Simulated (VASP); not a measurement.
# CdSe (Fm-3m) in VASP: notebook

The runs below take CdSe through relaxation of cell and atoms, single point, with PBEsol, LDA, r2SCAN, PBE.

All numbers are computed with VASP 6.6.1; they aren't measurements. Logs are shortened: lines on timing, memory, paths and dates and some standing lists are left out, and cuts for length are marked.

## Step 1: The cell of the first run

Symmetry: Fm-3m, No. 225, cubic system. Conventional cell: a = 5.738 Å, b = 5.738 Å, c = 5.738 Å, α = 90.00°, β = 90.00°, γ = 90.00°. Cd (site symmetry m-3m) has 6 Se at 2.87 Å within 3.8 Å. Within 3.8 Å of Se (site symmetry m-3m) lie 6 Cd at 2.87 Å.

## Step 2: Relaxation of cell and atoms, PBEsol

INCAR reads:

```
PREC = Accurate ; ENCUT = 600
EDIFF = 1E-7 ; ISMEAR = -1
SIGMA = 0.02 ; LREAL = F
LASPH = T ; NELM = 80
ALGO = Normal ; ISIF = 3
LWAVE = F ; LCHARG = F
GGA = PS ; IBRION = 2
NSW = 80 ; EDIFFG = -0.005
```

KPOINTS reads:

```
regular mesh
0
Gamma
  8 8 8
```

POSCAR reads:

```
CdSe
1.0
    0.0000000000      2.8689794091      2.8689794091
    2.8689794091      0.0000000000      2.8689794091
    2.8689794091      2.8689794091      0.0000000000
Cd Se
1 1
Direct
    0.0000000000      0.0000000000      0.0000000000
    0.5000000000      0.5000000000      0.5000000000
```

Potentials or basis: VASP PAW PBE potentials, release 64 (Cd, Se).

Command:

```console
cat potpaw_PBE.64/Cd/POTCAR potpaw_PBE.64/Se/POTCAR > POTCAR
mpirun -np 1 vasp_std > vasp.out
```

OUTCAR:

```text
PREC = Accurate
   ENCUT = 600
   EDIFF = 1E-7
   ISMEAR = -1
   LREAL = F
   LASPH = T
   NELM = 80
   ISIF = 3
   GGA = PS
   IBRION = 2
   NSW = 80
   EDIFFG = -0.005

 ion  position               nearest neighbor table
   1  0.000  0.000  0.000-   2 2.87   2 2.87   2 2.87   2 2.87   2 2.87   2 2.87
   2  0.500  0.500  0.500-   1 2.87   1 2.87   1 2.87   1 2.87   1 2.87   1 2.87

  LATTYP: Found a face centered cubic cell.
 ALAT       =     5.7379588182

  Lattice vectors:

 A1 = (   0.0000000000,   2.8689794091,   2.8689794091)
 A2 = (   2.8689794091,   0.0000000000,   2.8689794091)
 A3 = (   2.8689794091,   2.8689794091,   0.0000000000)

Analysis of symmetry for initial positions (statically):
=====================================================================
 Subroutine PRICEL returns:
 Original cell was already a primitive cell.

 Routine SETGRP: Setting up the symmetry group for a
 face centered cubic supercell.

 Subroutine GETGRP returns: Found 48 space group operations
 (whereof 48 operations were pure point group operations)
 out of a pool of 48 trial point group operations.

The static configuration has the point symmetry O_h .

Analysis of symmetry for dynamics (positions and initial velocities):
=====================================================================
 Subroutine PRICEL returns:
 Original cell was already a primitive cell.

 Routine SETGRP: Setting up the symmetry group for a
 face centered cubic supercell.

 Subroutine GETGRP returns: Found 48 space group operations
 (whereof 48 operations were pure point group operations)
 out of a pool of 48 trial point group operations.

The dynamic configuration has the point symmetry O_h .

 Subroutine INISYM returns: Found 48 space group operations
 (whereof 48 operations are pure point group operations),
 and found     1 'primitive' translations

----------------------------------------------------------------------------------------

                                     Primitive cell

  volume of cell :      47.2294

  direct lattice vectors                    reciprocal lattice vectors
     0.000000000  2.868979409  2.868979409    -0.174278002  0.174278002  0.174278002
     2.868979409  0.000000000  2.868979409     0.174278002 -0.174278002  0.174278002
     2.868979409  2.868979409  0.000000000     0.174278002  0.174278002 -0.174278002

  length of vectors
     4.057349591  4.057349591  4.057349591     0.301858355  0.301858355  0.301858355

  position of ions in fractional coordinates (direct lattice)
     0.000000000  0.000000000  0.000000000
     0.500000000  0.500000000  0.500000000

  ion indices of the primitive-cell ions
   primitive index   ion index
                 1           1
                 2           2

----------------------------------------------------------------------------------------

 KPOINTS: regular mesh

Automatic generation of k-mesh.
 Grid dimensions read from file:
 generate k-points for:    8    8    8

 Generating k-lattice:

  Cartesian coordinates                     Fractional coordinates (reciprocal lattice)
    -0.021784750  0.021784750  0.021784750     0.125000000  0.000000000  0.000000000
     0.021784750 -0.021784750  0.021784750     0.000000000  0.125000000  0.000000000
     0.021784750  0.021784750 -0.021784750     0.000000000  0.000000000  0.125000000

  Length of vectors
     0.037732294  0.037732294  0.037732294

  Shift w.r.t. Gamma in fractional coordinates (k-lattice)
     0.000000000  0.000000000  0.000000000

 Subroutine IBZKPT returns following result:
 ===========================================

 Found     29 irreducible k-points:

 Following reciprocal coordinates:
            Coordinates               Weight
  0.000000  0.000000  0.000000      1.000000
  0.125000  0.000000  0.000000      8.000000
  0.250000  0.000000  0.000000      8.000000
  0.375000  0.000000  0.000000      8.000000
  0.500000  0.000000  0.000000      4.000000
  0.125000  0.125000  0.000000      6.000000
[... 16 lines left out ...]
  0.500000  0.250000  0.125000     48.000000
 -0.375000  0.250000  0.125000     24.000000
 [... further k-points ...]
   k-points           NKPTS =     29   k-points in BZ     NKDIM =     29   number of bands    NBANDS=     13
   number of dos      NEDOS =    301   number of ions     NIONS =      2
   total plane-waves  NPLWV =  32768
   dimension x,y,z NGX =    32 NGY =   32 NGZ =   32
   dimension x,y,z NGXF=    64 NGYF=   64 NGZF=   64
   ions per type =               1   1
   NGX,Y,Z   is equivalent  to a cutoff of  13.11, 13.11, 13.11 a.u.
   NGXF,Y,Z  is equivalent  to a cutoff of  26.22, 26.22, 26.22 a.u.
 SYSTEM =  unknown system
   PREC   = accura    normal or accurate (medium, high low for compatibility)
   ISTART =      0    job   : 0-new  1-cont  2-samecut
   ICHARG =      2    charge: 1-file 2-atom 10-const
   ISPIN  =      1    spin polarized calculation?
   LNONCOLLINEAR =      F non collinear calculations
   LSORBIT =      F    spin-orbit coupling
   LASPH  =      T    aspherical Exc in radial PAW
   ENCUT  =  600.0 eV  44.10 Ry    6.64 a.u.   8.10  8.10  8.10*2*pi/ulx,y,z
   NELM   =     80;   NELMIN=  2; NELMDL= -5     # of ELM steps
   EDIFF  = 0.1E-06   stopping-criterion for ELM
   LREAL  =      F    real-space projection
   EDIFFG = -.5E-02   stopping-criterion for IOM
   NSW    =     80    number of steps for IOM
   IBRION =      2    ionic relax: 0-MD 1-quasi-New 2-CG
   NFREE  =      1    steps in history (QN), initial steepest desc. (CG)
   ISIF   =      3    stress and relaxation
   ISYM   =      2    0-nonsym 1-usesym 2-fastsym
   POTIM  = 0.5000    time-step for ionic-motion
   TEBEG  =    0.0;   TEEND  =   0.0 temperature during run
   PSTRESS=    0.0 pullay stress
   NELECT =      18.0000    total number of electrons
   NUPDOWN=      -1.0000    fix difference up-down
   EMIN   =  10.00;   EMAX   =-10.00  energy-range for DOS
   EFERMI =   0.00;   METHOD = LEGACY
   ISMEAR =    -1;   SIGMA  =   0.02  broadening in eV -4-tet -1-fermi 0-gaus
   EFERMI_NEDOS =   21; number of points for ismear=-14 and -15
   IALGO  =     38    algorithm
   IMIX   =      4    mixing-type and parameters
     AMIX     =   0.40;   BMIX     =  1.00
     AMIX_MAG =   1.60;   BMIX_MAG =  1.00
  volume/ion in A,a.u.               =      23.61       159.36
  Fermi-wavevector in a.u.,A,eV,Ry     =   1.186939  2.242989 19.168202  1.408823
  Thomas-Fermi vector in A             =   2.323101
   LORBIT       =      0    0 simple, 1 ext, 2 COOP (PROOUT), +10 PAW based schemes
   GGA     = PS    functional components
   LHFCALC =     F    Hartree Fock is set to
   AEXX    =    0.0000 exact exchange contribution
   IVDW    =     0    specifies the selected vdW correction
   LEPSILON=     F    determine dielectric tensor
   LRPA    =     F    only Hartree local field effects (RPA)
 conjugate gradient relaxation of ions
 non-spin polarized calculation
  energy-cutoff  :      600.00
  volume of cell :       47.23
 maximum number of plane-waves:      1604
   NGX = 17   NGY = 17   NGZ = 17

--------------------------------------- Ionic step        1  -------------------------------------------

 number of electron      17.9999994 magnetization

 Free energy of the ion-electron system (eV)
  ---------------------------------------------------
  ext. energy  EPLUGINS =         0.00000000
  ---------------------------------------------------
  free energy    TOTEN  =        -5.96508227 eV

  energy without entropy =       -5.96415486  energy(sigma->0) =       -5.96461857

------------------------ aborting loop because EDIFF is reached ----------------------------------------

  FORCE on cell =-STRESS in cart. coord.  units (eV):
  Direction    XX          YY          ZZ          XY          YZ          ZX
  --------------------------------------------------------------------------------------
  -------------------------------------------------------------------------------------
  Total       -0.9627474     -0.9627474     -0.9627474      0.0000000     -0.0000000     -0.0000000
  in kB      -32.6595850    -32.6595850    -32.6595850      0.0000000     -0.0000000     -0.0000000
  external PRESSURE =     -32.6595850 kB  Pullay stress =       0.0000000 kB
[... 57 lines left out ...]
  energy  without entropy=       -5.9871477585  energy(sigma->0) =       -5.98753185

--------------------------------------- Ionic step        3  -------------------------------------------

 number of electron      18.0000003 magnetization

 Free energy of the ion-electron system (eV)
  ---------------------------------------------------
  ext. energy  EPLUGINS =         0.00000000
  ---------------------------------------------------
  free energy    TOTEN  =        -5.99119547 eV

  energy without entropy =       -5.99042999  energy(sigma->0) =       -5.99081273

 E-fermi :   2.6948     XC(G=0): -10.4655

 val. band max:        2.6535193547   @ k =  -0.2500   0.1250   0.0000
 cond. band min:       2.8548103309   @ k =   0.0000   0.0000   0.0000
 fundamental gap:      0.2012909762
 Fermi energy:         2.6948059786

 k-point     1 :       0.0000    0.0000    0.0000
  band No.  band energies     occupation
      1     -10.6204      2.00000
      2      -5.3486      2.00000
      3      -5.3486      2.00000
      4      -5.3292      2.00000
      5      -5.3292      2.00000
      6      -5.3292      2.00000
      7       1.9578      2.00000
      8       1.9578      2.00000
      9       1.9578      2.00000
     10       2.8548      0.00067
     11      11.2804      0.00000
     12      11.2804      0.00000
     13      11.2804      0.00000
[... 353 lines left out ...]
 k-point    24 :      -0.3750    0.2500    0.1250
  band No.  band energies     occupation
      1      -9.5797      2.00000
      2      -5.5454      2.00000
      3      -5.4120      2.00000
      4      -5.3793      2.00000
      5      -5.1513      2.00000
      6      -5.0829      2.00000
      7      -2.1904      2.00000
      8       0.5847      2.00000
      9       1.5288      2.00000
     10       6.0504      0.00000
     11       7.1470      0.00000
     12       9.5758      0.00000
     13      10.6194      0.00000

 [... further k-points ...]

------------------------ aborting loop because EDIFF is reached ----------------------------------------

  FORCE on cell =-STRESS in cart. coord.  units (eV):
  Direction    XX          YY          ZZ          XY          YZ          ZX
  --------------------------------------------------------------------------------------
  -------------------------------------------------------------------------------------
  Total        0.0013159      0.0013159      0.0013159      0.0000000      0.0000000      0.0000000
  in kB        0.0470523      0.0470523      0.0470523      0.0000000      0.0000000      0.0000000
  external PRESSURE =       0.0470523 kB  Pullay stress =       0.0000000 kB
[... 17 lines left out ...]
  FREE ENERGIE OF THE ION-ELECTRON SYSTEM (eV)
  ---------------------------------------------------
  free  energy   TOTEN  =        -5.9911954706 eV

  energy  without entropy=       -5.9904299886  energy(sigma->0) =       -5.99081273

 reached required accuracy - stopping structural energy minimisation
```

Wall time 76 s (1 thread of AMD EPYC 7R13, shared host); peak memory 0.17 GiB.

Results:

- Free energy: -5.9912 eV
- Relaxed volume: 22.40 Å³/atom
- Relaxed cell: a = 3.987 Å, b = 3.987 Å, c = 3.987 Å, α = 60.00°, β = 60.00°, γ = 60.00°
- Space group after relaxing (to 0.1 Å): Fm-3m (No. 225)
- Energy gained by relaxing: 13.1 meV/atom
- Ionic steps: 3
- Pressure after relaxing: 0.0 GPa
- Band gap on the k mesh: zero (bands 9 and 10 overlap by 0.55 eV)

The path:
```
step  energy change (eV)  largest force (eV/Å)  pressure (GPa)  volume (Å³)
   1              0.0000                0.0000           -3.27        47.23
   2             -0.0228                0.0000            1.35        44.01
   3             -0.0261                0.0000            0.00        44.81
```

Final structure:
```cif
data_structure
_symmetry_space_group_name_H-M 'P 1'
_symmetry_Int_Tables_number 1
_cell_length_a 3.9868
_cell_length_b 3.9868
_cell_length_c 3.9868
_cell_angle_alpha 60.000
_cell_angle_beta 60.000
_cell_angle_gamma 60.000
_cell_volume 44.81
loop_
_atom_site_label
_atom_site_type_symbol
_atom_site_fract_x
_atom_site_fract_y
_atom_site_fract_z
_atom_site_occupancy
Cd1 Cd 0.00000 0.00000 0.00000 1
Se1 Se 0.50000 0.50000 0.50000 1
```

Caveat: semilocal functionals underestimate gaps, so a narrow gap can read as zero; the PAW data sets were made with another functional, which shifts forces and pressure a little.

## Step 3: Relaxation of cell and atoms, LDA

INCAR reads:

```
PREC = Accurate
ENCUT = 600
EDIFF = 1E-6
ISMEAR = -1
SIGMA = 0.02
LREAL = F
LASPH = T
NELM = 100
ALGO = Normal
ISIF = 3
LWAVE = F
LCHARG = F
GGA = CA
IBRION = 2
NSW = 80
EDIFFG = -0.005
```

KPOINTS reads:

```
Automatic mesh
0
Gamma
  8 8 8
```

POSCAR is that of step 2.

Potentials or basis: VASP PAW LDA potentials, release 64 (Cd, Se).

Command:

```console
cat potpaw_LDA.64/Cd/POTCAR potpaw_LDA.64/Se/POTCAR > POTCAR
mpirun -np 1 vasp_std > vasp.out
```

Wall time 59 s (1 thread of AMD EPYC 7R13, shared host); peak memory 0.15 GiB.

The run converged. Its results:

| Item | Value |
| --- | --- |
| Free energy | -6.6002 eV |
| Relaxed volume | 21.71 Å³/atom |
| Relaxed cell | a = 3.945 Å, b = 3.945 Å, c = 3.945 Å, α = 60.00°, β = 60.00°, γ = 60.00° |
| Space group after relaxing (to 0.1 Å) | Fm-3m (No. 225) |
| Energy gained by relaxing | 34.8 meV/atom |
| Ionic steps | 3 |
| Pressure after relaxing | 0.0 GPa |
| Band gap on the k mesh | zero (bands 9 and 10 overlap by 0.68 eV) |

The path:
```tsv
step	energy change (eV)	largest force (eV/Å)	pressure (GPa)	volume (Å³)
1	0.0000	0.0000	-5.38	47.23
2	-0.0578	0.0000	2.79	42.01
3	-0.0697	0.0000	-0.03	43.41
```

Final structure:
```
CELL_PARAMETERS angstrom
0.00000 2.78952 2.78952
2.78952 0.00000 2.78952
2.78952 2.78952 0.00000
ATOMIC_POSITIONS crystal
Cd 0.00000 0.00000 0.00000
Se 0.50000 0.50000 0.50000
```

Levels at points of the mesh, in eV from the Fermi level:
| k point | band 5 | band 6 | band 7 | band 8 | band 9 | band 10 | band 11 | band 12 | band 13 |
| --- | --- | --- | --- | --- | --- | --- | --- | --- | --- |
| (0.00, 0.00, 0.00) | -8.16 | -8.16 | -0.80 | -0.80 | -0.80 | 0.18 | 8.65 | 8.65 | 8.65 |
| (0.50, 0.00, 0.00) | -7.97 | -7.97 | -5.50 | -0.06 | -0.06 | 2.77 | 5.06 | 5.06 | 6.40 |
| (0.50, 0.50, 0.00) | -7.91 | -7.28 | -4.75 | -2.46 | -2.46 | -0.72 | 5.25 | 10.15 | 10.71 |

Caveat: semilocal functionals underestimate gaps, so a narrow gap can read as zero.

## Step 4: Relaxation of cell and atoms, r2SCAN

POSCAR is that of step 3.

INCAR.step1 reads:

```
SYSTEM = CdSe
ALGO = Normal
EDIFF = 1E-4
ENCUT = 600
GGA = PE
ISMEAR = -1
LASPH = .TRUE.
LCHARG = .FALSE.
LREAL = .FALSE.
LWAVE = .TRUE.
NELM = 80
PREC = Accurate
SIGMA = 0.02
```

INCAR.step2 reads:

```
SYSTEM = CdSe
ALGO = Normal
EDIFF = 1E-6
EDIFFG = -0.005
ENCUT = 600
IBRION = 2
ISIF = 3
ISMEAR = -1
ISTART = 1
LASPH = .TRUE.
LCHARG = .FALSE.
LMIXTAU = .TRUE.
LREAL = .FALSE.
LWAVE = .FALSE.
METAGGA = R2SCAN
NELM = 80
NSW = 80
PREC = Accurate
SIGMA = 0.02
```

KPOINTS reads:

```
k-points
0
G
  8 8 8
  0 0 0
```

Potentials or basis: VASP PAW PBE potentials, release 64 (Cd, Se).

Command:

```console
cat potpaw_PBE.64/Cd/POTCAR potpaw_PBE.64/Se/POTCAR > POTCAR
cp INCAR.step1 INCAR
mpirun -np 1 vasp_std > vasp.out
cp INCAR.step2 INCAR
mpirun -np 1 vasp_std > vasp.out
```

It took 5.9 min on 1 thread of AMD EPYC 7R13, shared host; peak memory 0.18 GiB.

Results (log left out):

```yaml
Free_energy: -35.7041 eV
Relaxed_volume: 23.08 Å³/atom
Relaxed_cell: a = 4.026 Å, b = 4.026 Å, c = 4.026 Å, α = 60.00°, β = 60.00°, γ = 60.00°
Space_group_after_relaxing_to_0.1_Å: Fm-3m (No. 225)
Energy_gained_by_relaxing: 2.6 meV/atom
Ionic_steps: 3
Pressure_after_relaxing: 0.0 GPa
```

Step by step:
| step | energy change (eV) | largest force (eV/Å) | pressure (GPa) | volume (Å³) |
| --- | --- | --- | --- | --- |
| 1 | 0.0000 | 0.0000 | -1.52 | 47.23 |
| 2 | -0.0043 | 0.0000 | 0.69 | 45.71 |
| 3 | -0.0053 | 0.0000 | 0.00 | 46.15 |

Final structure:
```
Cd Se
1.0
     0.00000    2.84696    2.84696
     2.84696    0.00000    2.84696
     2.84696    2.84696    0.00000
Cd Se
1 1
Cartesian
  0.0000 0.0000 0.0000
  2.8470 2.8470 2.8470
```

Levels at points of the mesh, in eV from the Fermi level:
| k point | band 6 | band 7 | band 8 | band 9 | band 10 | band 11 | band 12 | band 13 |
| --- | --- | --- | --- | --- | --- | --- | --- | --- |
| (0.00, 0.00, 0.00) | -8.23 | -0.68 | -0.68 | -0.68 | 0.79 | 9.16 | 9.16 | 9.16 |
| (0.50, 0.00, 0.00) | -8.09 | -5.11 | -0.08 | -0.08 | 3.55 | 5.79 | 5.79 | 6.72 |
| (0.50, 0.50, 0.00) | -7.47 | -4.32 | -2.19 | -2.19 | -0.02 | 5.83 | 10.72 | 11.35 |

Caveat: the PAW data sets were made with another functional, which shifts forces and pressure a little.

## Step 5: Single point, PBE, non-collinear spin, zero start, spin-orbit coupling

This run uses another cell than the first one, of 22.98 Å³/atom.

INCAR reads:

```
SYSTEM = CdSe
  PREC = Accurate
  ENCUT = 520
  EDIFF = 1E-6
  ISMEAR = -1
  SIGMA = 0.02
  LREAL = .False.
  LASPH = .True.
  NELM = 150
  ALGO = Normal
  ISIF = 2
  LWAVE = .False.
  LCHARG = .False.
  MAGMOM = 0 0 0 0 0 0
  LORBIT = 11
  LSORBIT = .True.
  GGA_COMPAT = .False.
  LORBMOM = .True.
  GGA = PE
  NBANDS = 30
```

KPOINTS reads:

```
regular mesh
0
Gamma
  8 8 8
  0 0 0
```

POSCAR reads:

```
CdSe
1.0
    0.0000000000      2.8429457880      2.8429457880
    2.8429457880      0.0000000000      2.8429457880
    2.8429457880      2.8429457880      0.0000000000
Cd Se
1 1
Direct
    0.0000000000      0.0000000000      0.0000000000
    0.5000000000      0.5000000000      0.5000000000
```

Command:

```console
cat potpaw_PBE.64/Cd/POTCAR potpaw_PBE.64/Se/POTCAR > POTCAR
mpirun -np 1 vasp_ncl > vasp.out
```

Run time: 2.3 min. Hardware: 1 thread of AMD EPYC 7R13, shared host; peak memory 0.27 GiB.

Results (log left out):

| Quantity | Value |
| --- | --- |
| Free energy | -5.2425 eV |
| Pressure | 2.1 GPa |
| Net moment | 0.00 μB per cell |
| Valence electrons inside the program's atomic spheres | Cd 10.22; Se 3.84 |

Moments on the atoms (μB; x, y, z):
```
Cd  0.00 0.00 0.00
Se  0.00 0.00 0.00
```

## Step 6: Overview

```tsv
task	level	potentials or basis	spin	cell	cutoff (eV)	gap on the mesh (eV)	pressure (GPa)	relaxed volume (Å³/atom)
relaxation of cell and atoms	PBEsol	VASP PAW PBE potentials, release 64 (Cd, Se)	off	relaxed from a = 4.057 Å, angles 60.0°, 2 atoms	600	none	0.0	22.40
relaxation of cell and atoms	LDA	VASP PAW LDA potentials, release 64 (Cd, Se)	off	relaxed from a = 4.057 Å, angles 60.0°, 2 atoms	600	none	0.0	21.71
relaxation of cell and atoms	r2SCAN	VASP PAW PBE potentials, release 64 (Cd, Se)	off	relaxed from a = 4.057 Å, angles 60.0°, 2 atoms	600	-	0.0	23.08
single point	PBE	VASP PAW PBE potentials, release 64 (Cd, Se)	non-collinear, zero start, SOC	a = 4.021 Å, angles 60.0°, 2 atoms	520	-	2.1	-
```

Alike in all rows: k mesh 8 × 8 × 8; smearing fermi-dirac 0.02 eV.

Caveats: semilocal functionals underestimate gaps, so a narrow gap can read as zero (at least some runs); the PAW data sets were made with another functional, which shifts forces and pressure a little (at least some runs).

Total energies depend on the potentials used, so only differences within one code and one set of settings carry meaning.
